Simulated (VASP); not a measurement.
# Ga2SeS3 (P4/mmm) in VASP: further runs

Ga2SeS3 is run at these levels: PBE; tasks: single point, relaxation of cell and atoms.

Everything below comes from runs of VASP 6.6.1. Logs are shortened: lines on timing, memory, paths and dates and some standing lists are left out, and cuts for length are marked.

## (1) The cell of the first run

The structure is tetragonal, space group P4/mmm (No. 123). Conventional cell: a = 4.745 Å, b = 4.745 Å, c = 7.489 Å, α = 90.00°, β = 90.00°, γ = 90.00°. Ga (site symmetry 4mm) has 1 Se at 2.34 Å and 4 S at 2.76 Å and 1 Ga at 2.80 Å within 3.1 Å. Within 3.1 Å of Se (site symmetry 4/mmm) lie 2 Ga at 2.34 Å. Within 3.1 Å of S (site symmetry mmm) lie 2 S at 2.37 Å and 4 Ga at 2.76 Å. S (site symmetry 4/mmm) has 4 S at 2.37 Å within 3.1 Å.

## (2) Single point, PBE

Contents of INCAR:

```
PREC = Accurate
ENCUT = 520
EDIFF = 1E-6
ISMEAR = 0
SIGMA = 0.1
LREAL = False
LASPH = True
NELM = 100
ALGO = Normal
ISIF = 2
LWAVE = False
LCHARG = False
GGA = PE
NBANDS = 34
```

Contents of KPOINTS:

```
Automatic mesh
0
Gamma
  4 4 4
```

Contents of POSCAR:

```
Ga2SeS3
1.0
    4.7454538029      0.0000000000      0.0000000000
    0.0000000000      4.7454538029      0.0000000000
    0.0000000000      0.0000000000      7.4888565386
Ga Se S
2 1 3
Direct
    0.5000000000      0.5000000000      0.6871678367
    0.5000000000      0.5000000000      0.3128321633
    0.5000000000      0.5000000000      0.0000000000
    0.5000000000      0.0000000000      0.5000000000
    0.0000000000      0.5000000000      0.5000000000
    0.0000000000      0.0000000000      0.5000000000
```

Potentials or basis: VASP PAW PBE potentials, release 64 (Ga_d, Se, S).

Started as:

```console
cat potpaw_PBE.64/Ga_d/POTCAR potpaw_PBE.64/Se/POTCAR potpaw_PBE.64/S/POTCAR > POTCAR
mpirun -np 1 vasp_std > vasp.out
```

OUTCAR:

```text
PREC = Accurate
   ENCUT = 520
   EDIFF = 1E-6
   ISMEAR = 0
   LREAL = False
   LASPH = True
   NELM = 100
   ISIF = 2
   GGA = PE

 ion  position               nearest neighbor table
   1  0.500  0.500  0.687-   3 2.34   4 2.76   5 2.76   4 2.76   5 2.76   2 2.80
   2  0.500  0.500  0.313-   3 2.34   4 2.76   5 2.76   4 2.76   5 2.76   1 2.80
   3  0.500  0.500  0.000-   1 2.34   2 2.34
   4  0.500  0.000  0.500-   6 2.37   6 2.37   1 2.76   1 2.76   2 2.76   2 2.76
   5  0.000  0.500  0.500-   6 2.37   6 2.37   1 2.76   2 2.76   1 2.76   2 2.76
   6  0.000  0.000  0.500-   4 2.37   5 2.37   5 2.37   4 2.37

  LATTYP: Found a simple tetragonal cell.
 ALAT       =     4.7454538029
 C/A-ratio  =     1.5781117781

  Lattice vectors:

 A1 = (   4.7454538029,   0.0000000000,   0.0000000000)
 A2 = (   0.0000000000,   4.7454538029,   0.0000000000)
 A3 = (   0.0000000000,   0.0000000000,   7.4888565386)

Analysis of symmetry for initial positions (statically):
=====================================================================
 Subroutine PRICEL returns:
 Original cell was already a primitive cell.

 Routine SETGRP: Setting up the symmetry group for a
 simple tetragonal supercell.

 Subroutine GETGRP returns: Found 16 space group operations
 (whereof 16 operations were pure point group operations)
 out of a pool of 16 trial point group operations.

The static configuration has the point symmetry D_4h.

Analysis of symmetry for dynamics (positions and initial velocities):
=====================================================================
 Subroutine PRICEL returns:
 Original cell was already a primitive cell.

 Routine SETGRP: Setting up the symmetry group for a
 simple tetragonal supercell.

 Subroutine GETGRP returns: Found 16 space group operations
 (whereof 16 operations were pure point group operations)
 out of a pool of 16 trial point group operations.

The dynamic configuration has the point symmetry D_4h.

 Subroutine INISYM returns: Found 16 space group operations
 (whereof 16 operations are pure point group operations),
 and found     1 'primitive' translations

----------------------------------------------------------------------------------------

                                     Primitive cell

  volume of cell :     168.6440

  direct lattice vectors                    reciprocal lattice vectors
     4.745453803  0.000000000  0.000000000     0.210728002  0.000000000  0.000000000
     0.000000000  4.745453803  0.000000000     0.000000000  0.210728002  0.000000000
     0.000000000  0.000000000  7.488856539     0.000000000  0.000000000  0.133531734

  length of vectors
     4.745453803  4.745453803  7.488856539     0.210728002  0.210728002  0.133531734

  position of ions in fractional coordinates (direct lattice)
     0.500000000  0.500000000  0.687167837
     0.500000000  0.500000000  0.312832163
     0.500000000  0.500000000  0.000000000
     0.500000000  0.000000000  0.500000000
     0.000000000  0.500000000  0.500000000
     0.000000000  0.000000000  0.500000000

  ion indices of the primitive-cell ions
   primitive index   ion index
                 1           1
                 2           2
                 3           3
                 4           4
                 5           5
                 6           6

----------------------------------------------------------------------------------------

 KPOINTS: Automatic mesh

Automatic generation of k-mesh.
 Grid dimensions read from file:
 generate k-points for:    4    4    4

 Generating k-lattice:

  Cartesian coordinates                     Fractional coordinates (reciprocal lattice)
     0.052682001  0.000000000  0.000000000     0.250000000  0.000000000  0.000000000
     0.000000000  0.052682001  0.000000000     0.000000000  0.250000000  0.000000000
     0.000000000  0.000000000  0.033382934     0.000000000  0.000000000  0.250000000

  Length of vectors
     0.052682001  0.052682001  0.033382934

  Shift w.r.t. Gamma in fractional coordinates (k-lattice)
     0.000000000  0.000000000  0.000000000

 Subroutine IBZKPT returns following result:
 ===========================================

 Found     18 irreducible k-points:

 Following reciprocal coordinates:
            Coordinates               Weight
  0.000000  0.000000  0.000000      1.000000
  0.250000  0.000000  0.000000      4.000000
  0.500000  0.000000  0.000000      2.000000
  0.250000  0.250000  0.000000      4.000000
  0.500000  0.250000  0.000000      4.000000
  0.500000  0.500000  0.000000      1.000000
[... 10 lines left out ...]
  0.500000  0.250000  0.500000      4.000000
  0.500000  0.500000  0.500000      1.000000
   k-points           NKPTS =     18   k-points in BZ     NKDIM =     18   number of bands    NBANDS=     34
   number of dos      NEDOS =    301   number of ions     NIONS =      6
   total plane-waves  NPLWV =  72576
   dimension x,y,z NGX =    36 NGY =   36 NGZ =   56
   dimension x,y,z NGXF=    72 NGYF=   72 NGZF=  112
   ions per type =               2   1   3
   NGX,Y,Z   is equivalent  to a cutoff of  12.61, 12.61, 12.43 a.u.
   NGXF,Y,Z  is equivalent  to a cutoff of  25.22, 25.22, 24.86 a.u.
 SYSTEM =  unknown system
   PREC   = accura    normal or accurate (medium, high low for compatibility)
   ISTART =      0    job   : 0-new  1-cont  2-samecut
   ICHARG =      2    charge: 1-file 2-atom 10-const
   ISPIN  =      1    spin polarized calculation?
   LNONCOLLINEAR =      F non collinear calculations
   LSORBIT =      F    spin-orbit coupling
   LASPH  =      T    aspherical Exc in radial PAW
   ENCUT  =  520.0 eV  38.22 Ry    6.18 a.u.   8.82  8.82 13.92*2*pi/ulx,y,z
   NELM   =    100;   NELMIN=  2; NELMDL= -5     # of ELM steps
   EDIFF  = 0.1E-05   stopping-criterion for ELM
   LREAL  =      F    real-space projection
   EDIFFG = 0.1E-04   stopping-criterion for IOM
   NSW    =      0    number of steps for IOM
   IBRION =     -1    ionic relax: 0-MD 1-quasi-New 2-CG
   NFREE  =      0    steps in history (QN), initial steepest desc. (CG)
   ISIF   =      2    stress and relaxation
   ISYM   =      2    0-nonsym 1-usesym 2-fastsym
   POTIM  = 0.5000    time-step for ionic-motion
   TEBEG  =    0.0;   TEEND  =   0.0 temperature during run
   PSTRESS=    0.0 pullay stress
   NELECT =      50.0000    total number of electrons
   NUPDOWN=      -1.0000    fix difference up-down
   EMIN   =  10.00;   EMAX   =-10.00  energy-range for DOS
   EFERMI =   0.00;   METHOD = LEGACY
   ISMEAR =     0;   SIGMA  =   0.10  broadening in eV -4-tet -1-fermi 0-gaus
   EFERMI_NEDOS =   21; number of points for ismear=-14 and -15
   IALGO  =     38    algorithm
   IMIX   =      4    mixing-type and parameters
     AMIX     =   0.40;   BMIX     =  1.00
     AMIX_MAG =   1.60;   BMIX_MAG =  1.00
  volume/ion in A,a.u.               =      28.11       189.68
  Fermi-wavevector in a.u.,A,eV,Ry     =   1.091628  2.062877 16.213393  1.191651
  Thomas-Fermi vector in A             =   2.227877
   LORBIT       =      0    0 simple, 1 ext, 2 COOP (PROOUT), +10 PAW based schemes
   GGA     = PE    functional components
   LHFCALC =     F    Hartree Fock is set to
   AEXX    =    0.0000 exact exchange contribution
   IVDW    =     0    specifies the selected vdW correction
   LEPSILON=     F    determine dielectric tensor
   LRPA    =     F    only Hartree local field effects (RPA)
 non-spin polarized calculation
 Gauss-broadening in eV      SIGMA  =   0.10
  energy-cutoff  :      520.00
  volume of cell :      168.64
 maximum number of plane-waves:      4592
 NGX is ok and might be reduce to    36
   NGX = 17   NGY = 17   NGZ = 27

 number of electron      49.9999992 magnetization

 Free energy of the ion-electron system (eV)
  ---------------------------------------------------
  ext. energy  EPLUGINS =         0.00000000
  ---------------------------------------------------
  free energy    TOTEN  =       -21.16010575 eV

  energy without entropy =      -21.14917992  energy(sigma->0) =      -21.15464283

 E-fermi :   1.3811     XC(G=0):  -8.0262

 val. band max:        1.3739044560   @ k =   0.5000   0.0000   0.5000
 cond. band min:       1.4479775255   @ k =   0.5000   0.5000   0.0000
 fundamental gap:      0.0740730695
 Fermi energy:         1.3810522245

 k-point     1 :       0.0000    0.0000    0.0000
  band No.  band energies     occupation
      1     -14.0520      2.00000
      2     -13.5396      2.00000
      3     -13.3403      2.00000
      4     -13.3240      2.00000
      5     -13.3240      2.00000
      6     -13.2707      2.00000
[... 26 lines left out ...]
     33       7.1423      0.00000
     34       8.5872      0.00000

 k-point     2 :       0.2500    0.0000    0.0000
  band No.  band energies     occupation
      1     -13.8091      2.00000
      2     -13.5392      2.00000
      3     -13.3429      2.00000
      4     -13.3235      2.00000
      5     -13.2700      2.00000
      6     -13.2612      2.00000
[... 26 lines left out ...]
     33       7.6340      0.00000
     34       7.7642      0.00000

 k-point     3 :       0.5000    0.0000    0.0000
  band No.  band energies     occupation
      1     -13.5816      2.00000
      2     -13.5406      2.00000
      3     -13.3259      2.00000
      4     -13.3228      2.00000
      5     -13.2696      2.00000
      6     -13.2607      2.00000
[... 26 lines left out ...]
     33       7.9873      0.00000
     34       8.1168      0.00000
[... 482 lines left out ...]
 k-point    17 :       0.5000    0.2500    0.5000
  band No.  band energies     occupation
      1     -13.4722      2.00000
      2     -13.4487      2.00000
      3     -13.3736      2.00000
      4     -13.3630      2.00000
      5     -13.2852      2.00000
      6     -13.2680      2.00000
[... 26 lines left out ...]
     33       8.2003      0.00000
     34       8.4055      0.00000

 k-point    18 :       0.5000    0.5000    0.5000
  band No.  band energies     occupation
      1     -13.4485      2.00000
      2     -13.3976      2.00000
      3     -13.3976      2.00000
      4     -13.3620      2.00000
      5     -13.2765      2.00000
      6     -13.2732      2.00000
[... 26 lines left out ...]
     33       8.3322      0.00000
     34       8.5139      0.00000

------------------------ aborting loop because EDIFF is reached ----------------------------------------

  FORCE on cell =-STRESS in cart. coord.  units (eV):
  Direction    XX          YY          ZZ          XY          YZ          ZX
  --------------------------------------------------------------------------------------
  -------------------------------------------------------------------------------------
  Total       -0.3452004     -0.3452004      0.4576102      0.0000000      0.0000000      0.0000000
  in kB       -3.2795245     -3.2795245      4.3474565      0.0000000      0.0000000      0.0000000
  external PRESSURE =      -0.7371975 kB  Pullay stress =       0.0000000 kB

 VOLUME and BASIS-vectors are now :
 -----------------------------------------------------------------------------
  energy-cutoff  :      520.00
  volume of cell :      168.64
      direct lattice vectors                 reciprocal lattice vectors
     4.745453803  0.000000000  0.000000000     0.210728002  0.000000000  0.000000000
     0.000000000  4.745453803  0.000000000     0.000000000  0.210728002  0.000000000
     0.000000000  0.000000000  7.488856539     0.000000000  0.000000000  0.133531734

 POSITION                                       TOTAL-FORCE (eV/Angst)
 -----------------------------------------------------------------------------------
      2.37273      2.37273      5.14610         0.000000     -0.000000     -0.007152
      2.37273      2.37273      2.34276        -0.000000     -0.000000      0.007152
      2.37273      2.37273      0.00000         0.000000      0.000000      0.000000
      2.37273      0.00000      3.74443         0.000000      0.000000      0.000000
      0.00000      2.37273      3.74443         0.000000      0.000000      0.000000
      0.00000      0.00000      3.74443         0.000000      0.000000      0.000000
 -----------------------------------------------------------------------------------
    total drift:                                0.000000      0.000000      0.000000

  FREE ENERGIE OF THE ION-ELECTRON SYSTEM (eV)
  ---------------------------------------------------
  free  energy   TOTEN  =       -21.1601057516 eV

  energy  without entropy=      -21.1491799166  energy(sigma->0) =      -21.15464283
```

Run time: 59 s. Hardware: 1 thread of Intel Xeon Platinum 8488C (Sapphire Rapids), shared host; peak memory 0.3 GiB.

Results:

```yaml
Free_energy: -21.1601 eV
Pressure: -0.1 GPa
Largest_force: 0.007 eV/Å
Band_gap_on_the_k_mesh: zero (band 25 reaches 1.72 eV, above the bottom of band 26 at 0.69 eV)
```

Forces on the atoms (eV/Å):
```
Ga   0.000  0.000 -0.007
Ga   0.000  0.000  0.007
Se   0.000  0.000  0.000
S    0.000  0.000  0.000
S    0.000  0.000  0.000
S    0.000  0.000  0.000
```

Stress tensor (GPa, compression positive):
```
-0.33  0.00  0.00
 0.00 -0.33  0.00
 0.00  0.00  0.43
```

## (3) Relaxation of cell and atoms, PBE

This run uses another cell than the first one, of 26.26 Å³/atom, 0.934 times its volume.

Contents of INCAR:

```
SYSTEM = Ga2SeS3
PREC     = Accurate       ! precision mode
ENCUT    = 600            ! plane-wave cutoff, eV
EDIFF    = 1E-6           ! SCF threshold, eV
ISMEAR   = 0              ! smearing method
SIGMA    = 0.1            ! smearing width, eV
LREAL    = .False.        ! projectors in reciprocal space
LASPH    = .True.         ! aspherical terms in the spheres
NELM     = 100            ! most SCF steps
ALGO     = Normal         ! electronic algorithm
ISIF     = 3              ! what is computed and relaxed
LWAVE    = .False.        ! write WAVECAR
LCHARG   = .False.        ! write CHGCAR
GGA      = PE             ! functional
IBRION   = 2              ! ionic algorithm
NSW      = 90             ! ionic steps
EDIFFG   = -0.04          ! ionic threshold
```

Contents of KPOINTS:

```
regular mesh
0
Gamma
  4 4 2
  0 0 0
```

Contents of POSCAR:

```
Ga2SeS3
1.0
    4.1963222400      0.0000000000      0.0000000000
    0.0000000000      4.1963222400      0.0000000000
    0.0000000000      0.0000000000      8.9473436800
Ga Se S
2 1 3
Direct
    0.5000000000      0.5000000000      0.7493738100
    0.5000000000      0.5000000000      0.2506261900
    0.5000000000      0.5000000000      0.0000000000
    0.5000000000      0.0000000000      0.5000000000
    0.0000000000      0.5000000000      0.5000000000
    0.0000000000      0.0000000000      0.5000000000
```

Potentials or basis: VASP PAW PBE potentials, release 64 (Ga_d, Se, S).

Started as:

```console
cat potpaw_PBE.64/Ga_d/POTCAR potpaw_PBE.64/Se/POTCAR potpaw_PBE.64/S/POTCAR > POTCAR
mpirun -np 1 vasp_std > vasp.out
```

Run time: 5.8 min. Hardware: 1 thread of Intel Xeon Platinum 8488C (Sapphire Rapids), shared host; peak memory 0.34 GiB.

It converged, with:

| Property | Result |
| --- | --- |
| Free energy | -21.1352 eV |
| Relaxed volume | 28.07 Å³/atom |
| Relaxed cell | a = 4.788 Å, b = 4.788 Å, c = 7.346 Å, α = 90.00°, β = 90.00°, γ = 90.00° |
| Space group after relaxing (to 0.05 Å) | P4/mmm (No. 123) |
| Energy gained by relaxing | 532.7 meV/atom |
| Ionic steps | 11 |
| Pressure after relaxing | 0.1 GPa |
| Largest force after relaxing | 0.007 eV/Å |
| Band gap on the k mesh | zero (band 25 reaches 1.68 eV, above the bottom of band 26 at 0.86 eV) |

Forces in eV/Å, atoms in the order of the input:
```
Ga   0.000  0.000 -0.007
Ga   0.000  0.000  0.007
Se   0.000  0.000  0.000
S    0.000  0.000  0.000
S    0.000  0.000  0.000
S    0.000  0.000  0.000
```

Stress tensor (GPa, compression positive):
```
0.00 0.00 0.00
0.00 0.00 0.00
0.00 0.00 0.19
```

The path:
```tsv
step	energy change (eV)	largest force (eV/Å)	pressure (GPa)	volume (Å³)
1	0.0000	2.8132	9.77	157.55
2	-1.7894	0.8961	-1.55	196.56
3	-1.8022	0.7554	-2.24	201.05
4	-2.2715	1.4125	-2.03	194.47
5	-2.4891	2.4347	-1.23	187.20
6	-2.8123	1.8563	-1.27	181.56
7	-3.1807	0.1897	0.93	164.98
8	-3.1917	0.2607	0.31	167.85
9	-3.1926	0.1789	0.46	167.23
10	-3.1923	0.1241	0.52	166.84
11	-3.1965	0.0068	0.06	168.44
```

Final structure:
```
Ga Se S
1.0
     4.78847    0.00000    0.00000
     0.00000    4.78847    0.00000
     0.00000    0.00000    7.34597
Ga Se S
2 1 3
Direct
  0.50000 0.50000 0.68225
  0.50000 0.50000 0.31775
  0.50000 0.50000 0.00000
  0.50000 0.00000 0.50000
  0.00000 0.50000 0.50000
  0.00000 0.00000 0.50000
```

Levels at points of the mesh, in eV from the Fermi level:
```tsv
k point	band 22	band 23	band 24	band 25	band 26	band 27	band 28	band 29
(0.00, 0.00, 0.00)	-1.69	-0.26	-0.26	0.14	2.26	2.46	2.46	3.83
(0.50, 0.00, 0.00)	-1.39	-0.82	-0.29	-0.21	1.12	2.31	2.88	3.75
(0.50, 0.50, 0.00)	-1.06	-1.02	-0.79	-0.79	-0.04	0.95	0.96	3.75
(0.00, 0.00, 0.50)	-1.69	-0.92	-0.56	-0.56	1.81	3.50	3.50	5.14
(0.50, 0.00, 0.50)	-1.14	-0.84	-0.47	-0.17	0.02	2.41	2.87	3.98
(0.50, 0.50, 0.50)	-1.02	-0.86	-0.86	-0.55	-0.55	-0.04	2.61	2.61
```

Caveat: the k points lie up to 0.43 Å⁻¹ apart in the final cell.

[end of part 1 of 2]
